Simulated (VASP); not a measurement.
# C (Cmme) in VASP: further runs

The runs below take C through single point, with r2SCAN.

Program: VASP 6.6.1. These are calculated values, not measurements. Logs are shortened: lines on timing, memory, paths and dates and some standing lists are left out, and cuts for length are marked.

## Step 1: The cell of the first run

The typed cell holds 8 atoms: a = 2.456 Å, b = 4.253 Å, c = 7.044 Å, α = 90.00°, β = 90.00°, γ = 90.00°.

## Step 2: Single point, r2SCAN (strain along c alone, the other axes held: -1.0 %, then relaxed in part)

Contents of POSCAR:

```
C
1.0
    2.4562483271      0.0000000000      0.0000000000
    0.0000000000      4.2529223502      0.0000000000
    0.0000000000      0.0000000000      7.0443980248
C
8
Direct
    0.5000000000      0.4166422362      0.7501146362
    0.5000000000      0.9166422362      0.2498853638
    0.5000000000      0.5833577638      0.2498853638
    0.5000000000      0.0833577638      0.7501146362
    0.0000000000      0.9166422362      0.7501146362
    0.0000000000      0.4166422362      0.2498853638
    0.0000000000      0.0833577638      0.2498853638
    0.0000000000      0.5833577638      0.7501146362
```

Contents of INCAR.step1:

```
SYSTEM = C
PREC = Accurate
ENCUT = 520
ISMEAR = 0
SIGMA = 0.1
LREAL = .FALSE.
LASPH = .TRUE.
NELM = 80
NBANDS = 26
GGA = PE
ALGO = Normal
EDIFF = 1E-4
LWAVE = .TRUE.
LCHARG = .FALSE.
```

Contents of INCAR.step2:

```
SYSTEM = C
PREC = Accurate
ENCUT = 520
EDIFF = 1E-7
ISMEAR = 0
SIGMA = 0.1
LREAL = .FALSE.
LASPH = .TRUE.
NELM = 80
ALGO = Normal
ISIF = 2
LWAVE = .FALSE.
LCHARG = .FALSE.
METAGGA = R2SCAN
LMIXTAU = .TRUE.
NBANDS = 26
ISTART = 1
```

Contents of KPOINTS:

```
regular mesh
0
G
  14 8 6
  0 0 0
```

Potentials or basis: VASP PAW PBE potentials, release 64 (C).

Run with:

```bash
$ cat potpaw_PBE.64/C/POTCAR > POTCAR
$ cp INCAR.step1 INCAR
$ mpirun -np 1 vasp_std > vasp.out
$ cp INCAR.step2 INCAR
$ mpirun -np 1 vasp_std > vasp.out
```

OUTCAR:

```text
SYSTEM = C
   PREC = Accurate
   ENCUT = 520
   EDIFF = 1E-7
   ISMEAR = 0
   LREAL = .FALSE.
   LASPH = .TRUE.
   NELM = 80
   ISIF = 2
   METAGGA = R2SCAN
   ISTART = 1

 ion  position               nearest neighbor table
   1  0.500  0.417  0.750-   4 1.42   8 1.42   8 1.42
   2  0.500  0.917  0.250-   3 1.42   7 1.42   7 1.42
   3  0.500  0.583  0.250-   2 1.42   6 1.42   6 1.42
   4  0.500  0.083  0.750-   1 1.42   5 1.42   5 1.42
   5  0.000  0.917  0.750-   8 1.42   4 1.42   4 1.42
   6  0.000  0.417  0.250-   7 1.42   3 1.42   3 1.42
   7  0.000  0.083  0.250-   6 1.42   2 1.42   2 1.42
   8  0.000  0.583  0.750-   5 1.42   1 1.42   1 1.42

  LATTYP: Found a simple orthorhombic cell.
 ALAT       =     2.4562483271
 B/A-ratio  =     1.7314708384
 C/A-ratio  =     2.8679502586

  Lattice vectors:

 A1 = (   2.4562483271,   0.0000000000,   0.0000000000)
 A2 = (   0.0000000000,   4.2529223502,   0.0000000000)
 A3 = (   0.0000000000,   0.0000000000,   7.0443980248)

Analysis of symmetry for initial positions (statically):
=====================================================================
 Subroutine PRICEL returns following result:

  LATTYP: Found a base centered orthorhombic cell.
 ALAT       =     2.4562483271
 B/A-ratio  =     1.7314708384
 C/A-ratio  =     2.8679502586

  Lattice vectors:

 A1 = (   1.2281241635,  -2.1264611751,   0.0000000000)
 A2 = (   1.2281241635,   2.1264611751,   0.0000000000)
 A3 = (   0.0000000000,   0.0000000000,   7.0443980248)

   2 primitive cells build up your supercell.

 Routine SETGRP: Setting up the symmetry group for a
 simple orthorhombic supercell.

 Subroutine GETGRP returns: Found  8 space group operations
 (whereof  4 operations were pure point group operations)
 out of a pool of  8 trial point group operations.

The static configuration has the point symmetry C_2h.
 The point group associated with its full space group is D_2h.

Analysis of symmetry for dynamics (positions and initial velocities):
=====================================================================
 Subroutine PRICEL returns following result:

  LATTYP: Found a base centered orthorhombic cell.
 ALAT       =     2.4562483271
 B/A-ratio  =     1.7314708384
 C/A-ratio  =     2.8679502586

  Lattice vectors:

 A1 = (   1.2281241635,  -2.1264611751,   0.0000000000)
 A2 = (   1.2281241635,   2.1264611751,   0.0000000000)
 A3 = (   0.0000000000,   0.0000000000,   7.0443980248)

   2 primitive cells build up your supercell.

 Routine SETGRP: Setting up the symmetry group for a
 simple orthorhombic supercell.

 Subroutine GETGRP returns: Found  8 space group operations
 (whereof  4 operations were pure point group operations)
 out of a pool of  8 trial point group operations.

The dynamic configuration has the point symmetry C_2h.
 The point group associated with its full space group is D_2h.

 Subroutine INISYM returns: Found  8 space group operations
 (whereof  4 operations are pure point group operations),
 and found     2 'primitive' translations

----------------------------------------------------------------------------------------

                                     Primitive cell

  volume of cell :      36.7937

  direct lattice vectors                    reciprocal lattice vectors
     1.228124164 -2.126461175  0.000000000     0.407124959 -0.235132438  0.000000000
     1.228124164  2.126461175  0.000000000     0.407124959  0.235132438  0.000000000
     0.000000000  0.000000000  7.044398025     0.000000000  0.000000000  0.141956771

  length of vectors
     2.455631505  2.455631505  7.044398025     0.470146781  0.470146781  0.141956771

  position of ions in fractional coordinates (direct lattice)
     0.083357764  0.916642236  0.750114636
     0.583357764  0.416642236  0.249885364
     0.916642236  0.083357764  0.249885364
     0.416642236  0.583357764  0.750114636

  ion indices of the primitive-cell ions
   primitive index   ion index
                 1           1
                 2           2
                 3           3
                 4           4

----------------------------------------------------------------------------------------

 KPOINTS: regular mesh

Automatic generation of k-mesh.
 Grid dimensions read from file:
 generate k-points for:   14    8    6

 Generating k-lattice:

  Cartesian coordinates                     Fractional coordinates (reciprocal lattice)
     0.029080354  0.000000000  0.000000000     0.071428571  0.000000000  0.000000000
     0.000000000  0.029391555  0.000000000     0.000000000  0.125000000  0.000000000
     0.000000000  0.000000000  0.023659462     0.000000000  0.000000000  0.166666667

  Length of vectors
     0.029080354  0.029391555  0.023659462

  Shift w.r.t. Gamma in fractional coordinates (k-lattice)
     0.000000000  0.000000000  0.000000000

 Subroutine IBZKPT returns following result:
 ===========================================

 Found    160 irreducible k-points:

 Following reciprocal coordinates:
            Coordinates               Weight
  0.000000  0.000000  0.000000      1.000000
  0.071429  0.000000  0.000000      2.000000
  0.142857  0.000000  0.000000      2.000000
  0.214286  0.000000  0.000000      2.000000
  0.285714  0.000000  0.000000      2.000000
  0.357143  0.000000  0.000000      2.000000
[... 16 lines left out ...]
  0.428571  0.250000  0.000000      4.000000
  0.500000  0.250000  0.000000      2.000000
 [... further k-points ...]
   k-points           NKPTS =    160   k-points in BZ     NKDIM =    160   number of bands    NBANDS=     26
   number of dos      NEDOS =    301   number of ions     NIONS =      8
   total plane-waves  NPLWV =  31104
   dimension x,y,z NGX =    18 NGY =   32 NGZ =   54
   dimension x,y,z NGXF=    36 NGYF=   64 NGZF=  108
   ions per type =               8
   NGX,Y,Z   is equivalent  to a cutoff of  12.18, 12.51, 12.74 a.u.
   NGXF,Y,Z  is equivalent  to a cutoff of  24.37, 25.02, 25.49 a.u.
 SYSTEM =  C
   PREC   = accura    normal or accurate (medium, high low for compatibility)
   ISTART =      1    job   : 0-new  1-cont  2-samecut
   ICHARG =      0    charge: 1-file 2-atom 10-const
   ISPIN  =      1    spin polarized calculation?
   LNONCOLLINEAR =      F non collinear calculations
   LSORBIT =      F    spin-orbit coupling
   LASPH  =      T    aspherical Exc in radial PAW
   ENCUT  =  520.0 eV  38.22 Ry    6.18 a.u.   4.57  7.91 13.10*2*pi/ulx,y,z
   NELM   =     80;   NELMIN=  2; NELMDL=  0     # of ELM steps
   EDIFF  = 0.1E-06   stopping-criterion for ELM
   LREAL  =      F    real-space projection
   EDIFFG = 0.1E-05   stopping-criterion for IOM
   NSW    =      0    number of steps for IOM
   IBRION =     -1    ionic relax: 0-MD 1-quasi-New 2-CG
   NFREE  =      0    steps in history (QN), initial steepest desc. (CG)
   ISIF   =      2    stress and relaxation
   ISYM   =      2    0-nonsym 1-usesym 2-fastsym
   POTIM  = 0.5000    time-step for ionic-motion
   TEBEG  =    0.0;   TEEND  =   0.0 temperature during run
   PSTRESS=    0.0 pullay stress
   NELECT =      32.0000    total number of electrons
   NUPDOWN=      -1.0000    fix difference up-down
   EMIN   =  10.00;   EMAX   =-10.00  energy-range for DOS
   EFERMI =   0.00;   METHOD = LEGACY
   ISMEAR =     0;   SIGMA  =   0.10  broadening in eV -4-tet -1-fermi 0-gaus
   EFERMI_NEDOS =   21; number of points for ismear=-14 and -15
   IALGO  =     38    algorithm
   IMIX   =      4    mixing-type and parameters
     AMIX     =   0.40;   BMIX     =  1.00
     AMIX_MAG =   1.60;   BMIX_MAG =  1.00
  volume/ion in A,a.u.               =       9.20        62.07
  Fermi-wavevector in a.u.,A,eV,Ry     =   1.240291  2.343810 20.930141  1.538322
  Thomas-Fermi vector in A             =   2.374738
   LORBIT       =      0    0 simple, 1 ext, 2 COOP (PROOUT), +10 PAW based schemes
   METAGGA = R2SCAN    functional components
   LHFCALC =     F    Hartree Fock is set to
   AEXX    =    0.0000 exact exchange contribution
   IVDW    =     0    specifies the selected vdW correction
   LEPSILON=     F    determine dielectric tensor
   LRPA    =     F    only Hartree local field effects (RPA)
 non-spin polarized calculation
 Gauss-broadening in eV      SIGMA  =   0.10
  energy-cutoff  :      520.00
  volume of cell :       73.59
 maximum number of plane-waves:      2018
   NGX =  9   NGY = 15   NGZ = 27

 number of electron      32.0000005 magnetization

 Free energy of the ion-electron system (eV)
  ---------------------------------------------------
  ext. energy  EPLUGINS =         0.00000000
  ---------------------------------------------------
  free energy    TOTEN  =       -79.49369806 eV

  energy without entropy =      -79.49253743  energy(sigma->0) =      -79.49311774

 E-fermi :   4.1873     XC(G=0): -10.7951

 val. band max:        4.1548942561   @ k =   0.3571   0.0000   0.0000
 cond. band min:       4.1879087983   @ k =   0.2857   0.0000   0.0000
 fundamental gap:      0.0330145423
 Fermi energy:         4.1872570872

 k-point     1 :       0.0000    0.0000    0.0000
  band No.  band energies     occupation
      1     -16.6677      2.00000
      2     -16.4665      2.00000
      3     -11.1082      2.00000
      4     -10.9585      2.00000
      5      -9.8689      2.00000
      6      -9.7520      2.00000
[... 18 lines left out ...]
     25      13.0367      0.00000
     26      14.1805      0.00000

 k-point     2 :       0.0714    0.0000    0.0000
  band No.  band energies     occupation
      1     -16.5709      2.00000
      2     -16.3709      2.00000
      3     -11.0241      2.00000
      4     -10.8755      2.00000
      5      -9.7892      2.00000
      6      -9.6740      2.00000
[... 18 lines left out ...]
     25      13.4383      0.00000
     26      14.2770      0.00000

 k-point     3 :       0.1429    0.0000    0.0000
  band No.  band energies     occupation
      1     -16.2813      2.00000
      2     -16.0847      2.00000
      3     -10.7719      2.00000
      4     -10.6268      2.00000
      5      -9.5594      2.00000
      6      -9.4500      2.00000
[... 572 lines left out ...]
 k-point    23 :       0.4286    0.2500    0.0000
  band No.  band energies     occupation
      1     -12.8883      2.00000
      2     -12.7329      2.00000
      3     -10.6757      2.00000
      4     -10.6318      2.00000
      5      -9.4077      2.00000
      6      -9.3627      2.00000
[... 18 lines left out ...]
     25      14.7408      0.00000
     26      16.0011      0.00000

 k-point    24 :       0.5000    0.2500    0.0000
  band No.  band energies     occupation
      1     -11.7432      2.00000
      2     -11.7432      2.00000
      3     -11.6079      2.00000
      4     -11.6079      2.00000
      5      -8.5974      2.00000
      6      -8.5974      2.00000
[... 18 lines left out ...]
     25      14.4705      0.00000
     26      14.4705      0.00000

 [... further k-points ...]
[... 5 lines left out ...]
  --------------------------------------------------------------------------------------
  -------------------------------------------------------------------------------------
  Total        0.5203087      0.3936419      0.0787495      0.0000000      0.0000000      0.0000000
  in kB       11.3283857      8.5705426      1.7145672      0.0000000      0.0000000      0.0000000
  external PRESSURE =       7.2044985 kB  Pullay stress =       0.0000000 kB

 VOLUME and BASIS-vectors are now :
 -----------------------------------------------------------------------------
  energy-cutoff  :      520.00
  volume of cell :       73.59
      direct lattice vectors                 reciprocal lattice vectors
     2.456248327  0.000000000  0.000000000     0.407124959  0.000000000  0.000000000
     0.000000000  4.252922350  0.000000000     0.000000000  0.235132438  0.000000000
     0.000000000  0.000000000  7.044398025     0.000000000  0.000000000  0.141956771

 POSITION                                       TOTAL-FORCE (eV/Angst)
 -----------------------------------------------------------------------------------
      1.22812      1.77195      5.28411         0.000000     -0.001361     -0.000360
      1.22812      3.89841      1.76029         0.000000     -0.001361      0.000360
      1.22812      2.48098      1.76029         0.000000      0.001361      0.000360
      1.22812      0.35451      5.28411        -0.000000      0.001361     -0.000360
      0.00000      3.89841      5.28411         0.000000     -0.001361     -0.000360
      0.00000      1.77195      1.76029        -0.000000     -0.001361      0.000360
      0.00000      0.35451      1.76029         0.000000      0.001361      0.000360
      0.00000      2.48098      5.28411        -0.000000      0.001361     -0.000360
 -----------------------------------------------------------------------------------
    total drift:                                0.000000     -0.000000      0.000000

  FREE ENERGIE OF THE ION-ELECTRON SYSTEM (eV)
  ---------------------------------------------------
  free  energy   TOTEN  =       -79.4936980587 eV

  energy  without entropy=      -79.4925374292  energy(sigma->0) =      -79.49311774
```

Wall time 24 min (1 thread of Oxide Virtual Turin-like, shared host); peak memory 0.28 GiB.

Results:

```
Free energy            : -79.4937 eV
Pressure               : 0.7 GPa
Band gap on the k mesh : zero (band 16 reaches 4.19 eV, above the bottom of band 17 at 4.15 eV)
```

Levels at points of the mesh, in eV from the Fermi level:
| k point | band 14 | band 15 | band 16 | band 17 | band 18 | band 19 |
| --- | --- | --- | --- | --- | --- | --- |
| (0.00, 0.00, 0.00) | -3.11 | -2.97 | -1.84 | 1.25 | 2.57 | 4.10 |
| (0.50, 0.00, 0.00) | -3.39 | -2.26 | -2.26 | 2.68 | 2.68 | 3.63 |
| (0.00, 0.50, 0.00) | -5.29 | -5.26 | -5.26 | 6.01 | 6.01 | 7.66 |
| (0.50, 0.50, 0.00) | -2.51 | -2.51 | -2.51 | 2.02 | 2.02 | 2.02 |
| (0.00, 0.00, 0.50) | -3.12 | -2.44 | -2.44 | 1.85 | 1.85 | 6.50 |
| (0.50, 0.00, 0.50) | -2.86 | -2.86 | -2.86 | 3.13 | 3.13 | 3.13 |
| (0.00, 0.50, 0.50) | -5.28 | -5.28 | -5.28 | 7.79 | 7.79 | 7.79 |
| (0.50, 0.50, 0.50) | -2.45 | -2.45 | -2.45 | 1.86 | 1.86 | 1.86 |

Caveat: the cell differs from its parent crystal (strain along c alone, the other axes held: -1.0 %, then relaxed in part); the PAW data sets were made with another functional, which shifts forces and pressure a little.

## Step 3: Single point, r2SCAN

This run uses another cell than the first one, of 9.29 Å³/atom, 1.010 times its volume.

Contents of POSCAR:

```
C
1.0
    2.4562483271      0.0000000000      0.0000000000
    0.0000000000      4.2529223502      0.0000000000
    0.0000000000      0.0000000000      7.1155535604
C
8
Direct
    0.5000000000      0.4166750133      0.7499220174
    0.5000000000      0.9166750133      0.2500779826
    0.5000000000      0.5833249867      0.2500779826
    0.5000000000      0.0833249867      0.7499220174
    0.0000000000      0.9166750133      0.7499220174
    0.0000000000      0.4166750133      0.2500779826
    0.0000000000      0.0833249867      0.2500779826
    0.0000000000      0.5833249867      0.7499220174
```

Contents of INCAR.step1:

```
SYSTEM = C
  PREC = Accurate
  ENCUT = 520
  ISMEAR = 0
  SIGMA = 0.1
  LREAL = .False.
  LASPH = .True.
  NELM = 80
  NBANDS = 26
  GGA = PE
  ALGO = Normal
  EDIFF = 1E-4
  LWAVE = .True.
  LCHARG = .False.
```

Contents of INCAR.step2:

```
SYSTEM = C
  PREC = Accurate
  ENCUT = 520
  EDIFF = 1E-7
  ISMEAR = 0
  SIGMA = 0.1
  LREAL = .False.
  LASPH = .True.
  NELM = 80
  ALGO = Normal
  ISIF = 2
  LWAVE = .False.
  LCHARG = .True.
  METAGGA = R2SCAN
  LMIXTAU = .True.
  LELF = .True.
  LVHAR = .True.
  NBANDS = 26
  ISTART = 1
```

Contents of KPOINTS:

```
regular mesh
0
Gamma
  14 8 6
  0 0 0
```

Potentials or basis: VASP PAW PBE potentials, release 64 (C).

Run with:

```bash
$ cat potpaw_PBE.64/C/POTCAR > POTCAR
$ cp INCAR.step1 INCAR
$ mpirun -np 1 vasp_std > vasp.out
$ cp INCAR.step2 INCAR
$ mpirun -np 1 vasp_std > vasp.out
```

It took 18 min on 1 thread of Oxide Virtual Turin-like, shared host; peak memory 0.28 GiB.

The run converged. Its results:

| Item | Value |
| --- | --- |
| Free energy | -79.4945 eV |
| Pressure | 0.7 GPa |
| Largest force | 0.019 eV/Å |

Forces in eV/Å, atoms in the order of the input:
```
C    0.000 -0.019  0.000
C    0.000 -0.019  0.000
C    0.000  0.019  0.000
C    0.000  0.019  0.000
C    0.000 -0.019  0.000
C    0.000 -0.019  0.000
C    0.000  0.019  0.000
C    0.000  0.019  0.000
```

Stress tensor (GPa, compression positive):
```
 1.17  0.00  0.00
 0.00  0.84  0.00
 0.00  0.00 -0.03
```

Levels at points of the mesh, in eV from the Fermi level:
```
           k point  band 13  band 14  band 15  band 16  band 17  band 18  band 19  band 20
(0.00, 0.00, 0.00)    -3.12    -3.11    -2.94    -1.88     1.28     2.55     4.03     7.73
(0.50, 0.00, 0.00)    -3.36    -3.36    -2.29    -2.29     2.71     2.71     3.60     3.60
(0.00, 0.50, 0.00)    -5.29    -5.29    -5.27    -5.27     5.94     5.94     7.67     7.67
(0.50, 0.50, 0.00)    -2.50    -2.50    -2.50    -2.50     2.01     2.01     2.01     2.01
(0.00, 0.00, 0.50)    -3.12    -3.12    -2.44    -2.44     1.86     1.86     6.35     6.36
(0.50, 0.00, 0.50)    -2.85    -2.85    -2.85    -2.85     3.13     3.13     3.13     3.13
(0.00, 0.50, 0.50)    -5.28    -5.28    -5.28    -5.28     7.75     7.75     7.75     7.75
(0.50, 0.50, 0.50)    -2.45    -2.45    -2.45    -2.45     1.86     1.86     1.86     1.86
```

Caveat: the PAW data sets were made with another functional, which shifts forces and pressure a little.
